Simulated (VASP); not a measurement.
# BaTiO3 (P4/mmm) in VASP: further runs

Runs on BaTiO3. Level: PBE. Tasks: single point.

Program: VASP 6.6.1. These are calculated values, not measurements. Logs are shortened: lines on timing, memory, paths and dates and some standing lists are left out, and cuts for length are marked.

## 1. The cell of the first run

The structure is tetragonal, space group P4/mmm (No. 123). The conventional cell has a = 4.019 Å, b = 4.019 Å, c = 3.939 Å, α = 90.00°, β = 90.00°, γ = 90.00°. Ba (site symmetry 4/mmm) has 12 O at 2.81 to 2.84 Å and 8 Ti at 3.46 Å within 3.7 Å. Within 2.6 Å of Ti (site symmetry 4/mmm) lie 6 O at 1.97 to 2.01 Å. O (site symmetry mmm) has 2 Ti at 2.01 Å within 2.7 Å. Within 2.6 Å of O (site symmetry 4/mmm) lie 2 Ti at 1.97 Å.

## 2. Single point, PBE (strain along c alone, the other axes held: -2.0 %)

The input, INCAR:

```
SYSTEM = BaTiO3
PREC = Accurate ; ENCUT = 520
EDIFF = 1E-6 ; ISMEAR = 0
SIGMA = 0.02 ; LREAL = .FALSE.
LASPH = .TRUE. ; NELM = 80
ALGO = Normal ; ISIF = 2
LWAVE = .FALSE. ; LCHARG = .FALSE.
GGA = PE ; NBANDS = 28
```

The input, KPOINTS:

```
Automatic mesh
0
G
  8 8 8
  0 0 0
```

The input, POSCAR:

```
BaTiO3
1.0
    4.0192509343      0.0000000000      0.0000000000
    0.0000000000      4.0192509343      0.0000000000
    0.0000000000      0.0000000000      3.9388659156
Ba Ti O
1 1 3
Direct
    0.5000000000      0.5000000000      0.5000000000
    0.0000000000      0.0000000000      0.0000000000
    0.5000000000      0.0000000000      0.0000000000
    0.0000000000      0.5000000000      0.0000000000
    0.0000000000      0.0000000000      0.5000000000
```

Potentials or basis: VASP PAW PBE potentials, release 64 (Ba_sv, Ti_sv, O).

Started as:

```sh
cat potpaw_PBE.64/Ba_sv/POTCAR potpaw_PBE.64/Ti_sv/POTCAR potpaw_PBE.64/O/POTCAR > POTCAR
mpirun -np 1 vasp_std > vasp.out
```

OUTCAR:

```text
SYSTEM = BaTiO3
   PREC = Accurate
   ENCUT = 520
   EDIFF = 1E-6
   ISMEAR = 0
   LREAL = .FALSE.
   LASPH = .TRUE.
   NELM = 80
   ISIF = 2
   GGA = PE

 ion  position               nearest neighbor table
   1  0.500  0.500  0.500-   3 2.81   4 2.81   3 2.81   4 2.81   3 2.81   3 2.81   4 2.81   4 2.81
                             5 2.84   5 2.84   5 2.84   5 2.84   2 3.46   2 3.46   2 3.46   2 3.46
   2  0.000  0.000  0.000-   5 1.97   5 1.97   3 2.01   4 2.01   4 2.01   3 2.01   1 3.46   1 3.46
                             1 3.46   1 3.46   1 3.46   1 3.46   1 3.46   1 3.46
   3  0.500  0.000  0.000-   2 2.01   2 2.01   1 2.81   1 2.81   1 2.81   1 2.81
   4  0.000  0.500  0.000-   2 2.01   2 2.01   1 2.81   1 2.81   1 2.81   1 2.81
   5  0.000  0.000  0.500-   2 1.97   2 1.97   1 2.84   1 2.84   1 2.84   1 2.84

  LATTYP: Found a simple tetragonal cell.
 ALAT       =     4.0192509343
 C/A-ratio  =     0.9800000000

  Lattice vectors:

 A1 = (   4.0192509343,   0.0000000000,   0.0000000000)
 A2 = (   0.0000000000,   4.0192509343,   0.0000000000)
 A3 = (   0.0000000000,   0.0000000000,   3.9388659156)

Analysis of symmetry for initial positions (statically):
=====================================================================
 Subroutine PRICEL returns:
 Original cell was already a primitive cell.

 Routine SETGRP: Setting up the symmetry group for a
 simple tetragonal supercell.

 Subroutine GETGRP returns: Found 16 space group operations
 (whereof 16 operations were pure point group operations)
 out of a pool of 16 trial point group operations.

The static configuration has the point symmetry D_4h.

Analysis of symmetry for dynamics (positions and initial velocities):
=====================================================================
 Subroutine PRICEL returns:
 Original cell was already a primitive cell.

 Routine SETGRP: Setting up the symmetry group for a
 simple tetragonal supercell.

 Subroutine GETGRP returns: Found 16 space group operations
 (whereof 16 operations were pure point group operations)
 out of a pool of 16 trial point group operations.

The dynamic configuration has the point symmetry D_4h.

 Subroutine INISYM returns: Found 16 space group operations
 (whereof 16 operations are pure point group operations),
 and found     1 'primitive' translations

----------------------------------------------------------------------------------------

                                     Primitive cell

  volume of cell :      63.6299

  direct lattice vectors                    reciprocal lattice vectors
     4.019250934  0.000000000  0.000000000     0.248802579  0.000000000  0.000000000
     0.000000000  4.019250934  0.000000000     0.000000000  0.248802579  0.000000000
     0.000000000  0.000000000  3.938865916     0.000000000  0.000000000  0.253880183

  length of vectors
     4.019250934  4.019250934  3.938865916     0.248802579  0.248802579  0.253880183

  position of ions in fractional coordinates (direct lattice)
     0.500000000  0.500000000  0.500000000
     0.000000000  0.000000000  0.000000000
     0.500000000  0.000000000  0.000000000
     0.000000000  0.500000000  0.000000000
     0.000000000  0.000000000  0.500000000

  ion indices of the primitive-cell ions
   primitive index   ion index
                 1           1
                 2           2
                 3           3
                 4           4
                 5           5

----------------------------------------------------------------------------------------

 KPOINTS: Automatic mesh

Automatic generation of k-mesh.
 Grid dimensions read from file:
 generate k-points for:    8    8    8

 Generating k-lattice:

  Cartesian coordinates                     Fractional coordinates (reciprocal lattice)
     0.031100322  0.000000000  0.000000000     0.125000000  0.000000000  0.000000000
     0.000000000  0.031100322  0.000000000     0.000000000  0.125000000  0.000000000
     0.000000000  0.000000000  0.031735023     0.000000000  0.000000000  0.125000000

  Length of vectors
[... 55 lines left out ...]
      2     -28.9482      2.00000
      3     -28.9319      2.00000
      4     -28.9222      2.00000
      5     -20.8440      2.00000
      6     -13.1294      2.00000
[... 20 lines left out ...]
     27      10.1331      0.00000
     28      12.3375      0.00000

 k-point     4 :       0.3750    0.0000    0.0000
  band No.  band energies     occupation
      1     -52.7098      2.00000
      2     -28.9659      2.00000
      3     -28.9312      2.00000
      4     -28.9215      2.00000
      5     -20.8014      2.00000
      6     -13.2411      2.00000
[... 20 lines left out ...]
     27      11.0547      0.00000
     28      12.2150      0.00000

 k-point     5 :       0.5000    0.0000    0.0000
  band No.  band energies     occupation
      1     -52.7096      2.00000
      2     -28.9731      2.00000
      3     -28.9310      2.00000
      4     -28.9212      2.00000
      5     -20.7835      2.00000
      6     -13.2922      2.00000
[... 20 lines left out ...]
     27      11.5067      0.00000
     28      12.1635      0.00000

 k-point     6 :       0.1250    0.1250    0.0000
  band No.  band energies     occupation
      1     -52.7103      2.00000
      2     -28.9323      2.00000
      3     -28.9304      2.00000
      4     -28.9300      2.00000
      5     -20.8696      2.00000
      6     -13.0522      2.00000
[... 463 lines left out ...]
      5     -20.8519      2.00000
      6     -13.0141      2.00000
[... 20 lines left out ...]
     27       9.8946      0.00000
     28      11.9857      0.00000

 k-point    22 :       0.2500    0.1250    0.1250
  band No.  band energies     occupation
      1     -52.7098      2.00000
      2     -28.9474      2.00000
      3     -28.9410      2.00000
      4     -28.9291      2.00000
      5     -20.8142      2.00000
      6     -13.0373      2.00000
[... 20 lines left out ...]
     27      10.6109      0.00000
     28      12.2837      0.00000

 k-point    23 :       0.3750    0.1250    0.1250
  band No.  band energies     occupation
      1     -52.7095      2.00000
      2     -28.9649      2.00000
      3     -28.9402      2.00000
      4     -28.9283      2.00000
      5     -20.7759      2.00000
      6     -13.1049      2.00000
[... 20 lines left out ...]
     27      11.4808      0.00000
     28      12.6365      0.00000

 k-point    24 :       0.5000    0.1250    0.1250
  band No.  band energies     occupation
      1     -52.7093      2.00000
      2     -28.9721      2.00000
      3     -28.9399      2.00000
      4     -28.9280      2.00000
      5     -20.7598      2.00000
      6     -13.1411      2.00000
[... 20 lines left out ...]
     27      11.8535      0.00000
     28      12.7692      0.00000

 [... further k-points ...]

------------------------ aborting loop because EDIFF is reached ----------------------------------------

  FORCE on cell =-STRESS in cart. coord.  units (eV):
  Direction    XX          YY          ZZ          XY          YZ          ZX
  --------------------------------------------------------------------------------------
  -------------------------------------------------------------------------------------
  Total        1.5799472      1.5799472      3.2603310      0.0000000     -0.0000000      0.0000000
  in kB       39.7824685     39.7824685     82.0938907      0.0000000     -0.0000000      0.0000000
  external PRESSURE =      53.8862759 kB  Pullay stress =       0.0000000 kB

 VOLUME and BASIS-vectors are now :
 -----------------------------------------------------------------------------
  energy-cutoff  :      520.00
  volume of cell :       63.63
      direct lattice vectors                 reciprocal lattice vectors
     4.019250934  0.000000000  0.000000000     0.248802579  0.000000000  0.000000000
     0.000000000  4.019250934  0.000000000     0.000000000  0.248802579  0.000000000
     0.000000000  0.000000000  3.938865916     0.000000000  0.000000000  0.253880183

 POSITION                                       TOTAL-FORCE (eV/Angst)
 -----------------------------------------------------------------------------------
      2.00963      2.00963      1.96943         0.000000      0.000000      0.000000
      0.00000      0.00000      0.00000         0.000000      0.000000      0.000000
      2.00963      0.00000      0.00000         0.000000      0.000000      0.000000
      0.00000      2.00963      0.00000         0.000000      0.000000      0.000000
      0.00000      0.00000      1.96943         0.000000      0.000000      0.000000
 -----------------------------------------------------------------------------------
    total drift:                                0.000000     -0.000000      0.000000

  FREE ENERGIE OF THE ION-ELECTRON SYSTEM (eV)
  ---------------------------------------------------
  free  energy   TOTEN  =       -39.9410120969 eV

  energy  without entropy=      -39.9410120969  energy(sigma->0) =      -39.94101210
```

It took 83 s on 1 thread of AMD EPYC 9R14 (Zen 4), shared host; peak memory 0.23 GiB.

What came out:

```
Free energy            : -39.9410 eV
Pressure               : 5.4 GPa
Band gap on the k mesh : 1.72 eV (least direct gap 1.86 eV)
```

Stress tensor (GPa, compression positive):
```
3.98 0.00 0.00
0.00 3.98 0.00
0.00 0.00 8.21
```

Levels at points of the mesh, in eV from the valence-band top:
| k point | band 17 | band 18 | band 19 | band 20 | band 21 | band 22 | band 23 | band 24 |
| --- | --- | --- | --- | --- | --- | --- | --- | --- |
| (0.00, 0.00, 0.00) | -1.07 | -0.16 | -0.16 | -0.14 | 1.72 | 1.76 | 1.76 | 3.86 |
| (0.50, 0.00, 0.00) | -1.78 | -1.78 | -0.74 | -0.71 | 1.91 | 3.45 | 3.45 | 3.98 |
| (0.50, 0.50, 0.00) | -1.73 | -1.00 | -1.00 | -0.15 | 3.46 | 3.46 | 3.86 | 4.94 |
| (0.00, 0.00, 0.50) | -1.97 | -1.94 | -0.75 | -0.75 | 1.90 | 3.62 | 3.62 | 3.87 |
| (0.50, 0.00, 0.50) | -1.73 | -0.83 | -0.82 | -0.09 | 3.46 | 3.63 | 3.98 | 4.73 |
| (0.50, 0.50, 0.50) | -2.29 | -0.05 | 0.00 | 0.00 | 4.12 | 4.23 | 4.23 | 6.67 |

Caveat: the cell differs from its parent crystal (strain along c alone, the other axes held: -2.0 %); the cell stands under pressure; spin-orbit coupling is left out, which moves the levels of the heavy elements. A k mesh can miss the band edges.

## 3. Single point, PBE (strain along c alone, the other axes held: -1.0 %)

The input, INCAR:

```
PREC     = Accurate       # precision mode
ENCUT    = 520            # plane-wave cutoff, eV
EDIFF    = 1E-6           # SCF threshold, eV
ISMEAR   = 0              # smearing method
SIGMA    = 0.02           # smearing width, eV
LREAL    = False          # projectors in reciprocal space
LASPH    = True           # aspherical terms in the spheres
NELM     = 80             # most SCF steps
ALGO     = Normal         # electronic algorithm
ISIF     = 2              # what is computed and relaxed
LWAVE    = False          # write WAVECAR
LCHARG   = False          # write CHGCAR
GGA      = PE             # functional
NBANDS   = 28             # bands
```

The input, KPOINTS:

```
regular mesh
0
Gamma
  8 8 8
```

Changes to POSCAR since step 2:

```diff
@@ -4,3 +4,3 @@
     0.0000000000      4.0192509343      0.0000000000
-    0.0000000000      0.0000000000      3.9388659156
+    0.0000000000      0.0000000000      3.9790584249
 Ba Ti O
```

Potentials or basis: VASP PAW PBE potentials, release 64 (Ba_sv, Ti_sv, O).

Started as:

```sh
cat potpaw_PBE.64/Ba_sv/POTCAR potpaw_PBE.64/Ti_sv/POTCAR potpaw_PBE.64/O/POTCAR > POTCAR
mpirun -np 1 vasp_std > vasp.out
```

Wall time 78 s (1 thread of AMD EPYC 9R14 (Zen 4), shared host); peak memory 0.23 GiB.

The run converged. Its results:

```
Free energy            : -39.9679 eV
Pressure               : 3.4 GPa
Band gap on the k mesh : 1.72 eV (least direct gap 1.87 eV)
```

Stress tensor (GPa, compression positive):
```
2.79 0.00 0.00
0.00 2.79 0.00
0.00 0.00 4.77
```

Levels at points of the mesh, in eV from the valence-band top:
```csv
k point,band 18,band 19,band 20,band 21,band 22,band 23
"(0.00, 0.00, 0.00)",-0.16,-0.16,-0.15,1.72,1.74,1.74
"(0.50, 0.00, 0.00)",-1.80,-0.73,-0.71,1.89,3.44,3.44
"(0.50, 0.50, 0.00)",-0.94,-0.94,-0.12,3.45,3.45,3.85
"(0.00, 0.00, 0.50)",-1.91,-0.73,-0.73,1.89,3.52,3.52
"(0.50, 0.00, 0.50)",-0.85,-0.85,-0.09,3.44,3.53,3.91
"(0.50, 0.50, 0.50)",-0.02,0.00,0.00,4.10,4.15,4.15
```

Caveat: the cell differs from its parent crystal (strain along c alone, the other axes held: -1.0 %); the cell stands under pressure; spin-orbit coupling is left out, which moves the levels of the heavy elements.

## 4. Single point, PBE

This run uses another cell than the first one, of 12.86 Å³/atom.

The input, INCAR:

```
SYSTEM = BaTiO3
PREC = Accurate ; ENCUT = 520
EDIFF = 1E-6 ; ISMEAR = 0
SIGMA = 0.02 ; LREAL = .False.
LASPH = .True. ; NELM = 60
ALGO = Normal ; ISIF = 2
LWAVE = .False. ; LCHARG = .False.
GGA = PE ; NBANDS = 28
```

The input, KPOINTS:

```
Automatic mesh
0
Gamma
  8 8 8
  0 0 0
```

POSCAR is that of step 3.

Started as:

```sh
cat potpaw_PBE.64/Ba_sv/POTCAR potpaw_PBE.64/Ti_sv/POTCAR potpaw_PBE.64/O/POTCAR > POTCAR
mpirun -np 1 vasp_std > vasp.out
```

Run time: 89 s. Hardware: 1 thread of AMD EPYC 9R14 (Zen 4), shared host; peak memory 0.23 GiB.

The run converged. Its results:

- Free energy: -39.9679 eV
- Pressure: 3.4 GPa
- Band gap on the k mesh: 1.72 eV (least direct gap 1.87 eV)

Stress tensor (GPa, compression positive):
```
2.79 0.00 0.00
0.00 2.79 0.00
0.00 0.00 4.77
```

Levels at points of the mesh, in eV from the valence-band top:
| k point | band 17 | band 18 | band 19 | band 20 | band 21 | band 22 | band 23 | band 24 |
| --- | --- | --- | --- | --- | --- | --- | --- | --- |
| (0.00, 0.00, 0.00) | -1.07 | -0.16 | -0.16 | -0.15 | 1.72 | 1.74 | 1.74 | 3.84 |
| (0.50, 0.00, 0.00) | -1.80 | -1.80 | -0.73 | -0.71 | 1.89 | 3.44 | 3.44 | 3.90 |
| (0.50, 0.50, 0.00) | -1.73 | -0.94 | -0.94 | -0.12 | 3.45 | 3.45 | 3.85 | 4.79 |
| (0.00, 0.00, 0.50) | -1.91 | -1.91 | -0.73 | -0.73 | 1.89 | 3.52 | 3.52 | 3.85 |
| (0.50, 0.00, 0.50) | -1.73 | -0.85 | -0.85 | -0.09 | 3.44 | 3.53 | 3.91 | 4.70 |
| (0.50, 0.50, 0.50) | -2.35 | -0.02 | 0.00 | 0.00 | 4.10 | 4.15 | 4.15 | 6.67 |

Caveat: the cell stands under pressure; spin-orbit coupling is left out, which moves the levels of the heavy elements. A k mesh can miss the band edges.

## 5. Single point, PBE (strain along c alone, the other axes held: +1.0 %)

The input, INCAR:

```
PREC = Accurate ; ENCUT = 520
EDIFF = 1E-7 ; ISMEAR = 0
SIGMA = 0.02 ; LREAL = False
LASPH = True ; NELM = 60
ALGO = Normal ; ISIF = 2
LWAVE = False ; LCHARG = True
GGA = PE ; LELF = True
LVHAR = True ; NBANDS = 28
```

The input, KPOINTS:

```
regular mesh
0
Gamma
  8 8 8
```

Changes to POSCAR since step 4:

```diff
@@ -4,3 +4,3 @@
     0.0000000000      4.0192509343      0.0000000000
-    0.0000000000      0.0000000000      3.9790584249
+    0.0000000000      0.0000000000      4.0594434436
 Ba Ti O
```

Started as:

```sh
cat potpaw_PBE.64/Ba_sv/POTCAR potpaw_PBE.64/Ti_sv/POTCAR potpaw_PBE.64/O/POTCAR > POTCAR
mpirun -np 1 vasp_std > vasp.out
```

Wall time 1.7 min (1 thread of AMD EPYC 9R14 (Zen 4), shared host); peak memory 0.24 GiB.

It converged, with:

- Free energy: -39.9836 eV
- Pressure: 0.1 GPa
- Band gap on the k mesh: 1.68 eV (least direct gap 1.86 eV)

Stress tensor (GPa, compression positive):
```
 0.67  0.00  0.00
 0.00  0.67  0.00
 0.00  0.00 -1.06
```

Levels at points of the mesh, in eV from the valence-band top:
```
           k point  band 17  band 18  band 19  band 20  band 21  band 22  band 23  band 24
(0.00, 0.00, 0.00)    -1.06    -0.19    -0.18    -0.18     1.68     1.68     1.70     3.70
(0.50, 0.00, 0.00)    -1.85    -1.85    -0.74    -0.72     1.83     3.38     3.39     3.72
(0.50, 0.50, 0.00)    -1.74    -0.84    -0.84    -0.08     3.39     3.39     3.81     4.50
(0.00, 0.00, 0.50)    -1.74    -1.74    -0.72    -0.72     1.84     3.31     3.31     3.78
(0.50, 0.00, 0.50)    -1.74    -0.93    -0.92    -0.11     3.31     3.39     3.75     4.59
(0.50, 0.50, 0.50)    -2.40    -0.02    -0.02     0.00     3.99     3.99     4.04     6.59
```

Caveat: the cell differs from its parent crystal (strain along c alone, the other axes held: +1.0 %); spin-orbit coupling is left out, which moves the levels of the heavy elements. A k mesh can miss the band edges.

## 6. Single point, PBE

This run uses another cell than the first one, of 13.12 Å³/atom.

The input, INCAR:

```
SYSTEM = BaTiO3
  ALGO = Normal
  EDIFF = 1E-6
  ENCUT = 520
  GGA = PE
  ISIF = 2
  ISMEAR = 0
  LASPH = .True.
  LCHARG = .False.
  LREAL = .False.
  LWAVE = .False.
  NBANDS = 28
  NELM = 80
  PREC = Accurate
  SIGMA = 0.02
```

The input, KPOINTS:

```
k-points
0
Gamma
  8 8 8
  0 0 0
```

POSCAR is that of step 5.

Potentials or basis: VASP PAW PBE potentials, release 64 (Ba_sv, Ti_sv, O).

Started as:

```sh
cat potpaw_PBE.64/Ba_sv/POTCAR potpaw_PBE.64/Ti_sv/POTCAR potpaw_PBE.64/O/POTCAR > POTCAR
mpirun -np 1 vasp_std > vasp.out
```

Run time: 81 s. Hardware: 1 thread of AMD EPYC 9R14 (Zen 4), shared host; peak memory 0.23 GiB.

Results (log left out):

* Free energy: -39.9836 eV
* Pressure: 0.1 GPa
* Band gap on the k mesh: 1.68 eV (least direct gap 1.86 eV)

Stress tensor (GPa, compression positive):
```
 0.67  0.00  0.00
 0.00  0.67  0.00
 0.00  0.00 -1.07
```

Levels at points of the mesh, in eV from the valence-band top:
| k point | band 16 | band 17 | band 18 | band 19 | band 20 | band 21 | band 22 | band 23 | band 24 | band 25 |
| --- | --- | --- | --- | --- | --- | --- | --- | --- | --- | --- |
| (0.00, 0.00, 0.00) | -1.06 | -1.06 | -0.19 | -0.18 | -0.18 | 1.68 | 1.68 | 1.70 | 3.70 | 3.77 |
| (0.50, 0.00, 0.00) | -1.87 | -1.85 | -1.85 | -0.74 | -0.72 | 1.83 | 3.38 | 3.39 | 3.72 | 5.72 |
| (0.50, 0.50, 0.00) | -2.67 | -1.74 | -0.84 | -0.84 | -0.08 | 3.39 | 3.39 | 3.81 | 4.50 | 7.49 |
| (0.00, 0.00, 0.50) | -1.87 | -1.74 | -1.74 | -0.72 | -0.72 | 1.84 | 3.31 | 3.31 | 3.78 | 5.66 |
| (0.50, 0.00, 0.50) | -2.58 | -1.74 | -0.93 | -0.92 | -0.11 | 3.31 | 3.39 | 3.75 | 4.59 | 7.37 |
| (0.50, 0.50, 0.50) | -2.40 | -2.40 | -0.02 | -0.02 | 0.00 | 3.99 | 3.99 | 4.04 | 6.59 | 6.59 |

Caveat: spin-orbit coupling is left out, which moves the levels of the heavy elements.

## 7. The runs side by side

| cell | gap on the mesh (eV) | pressure (GPa) |
| --- | --- | --- |
| a = 4.019, b = 4.019, c = 3.939 Å, 5 atoms | 1.72 | 5.4 |
| a = 4.019, b = 4.019, c = 3.979 Å, 5 atoms | 1.72 | 3.4 |
| a = 4.019, b = 4.019, c = 4.059 Å, 5 atoms | 1.68 | 0.1 |

Alike in all rows: task single point; level PBE; potentials or basis VASP PAW PBE potentials, release 64 (Ba_sv, Ti_sv, O); no spin polarisation; k mesh 8 × 8 × 8; cutoff (eV) 520; smearing gaussian 0.02 eV.

Caveats: spin-orbit coupling is left out, which moves the levels of the heavy elements; the cell stands under pressure (at least some runs).

Absolute energies hang on the potentials; compare differences alone.
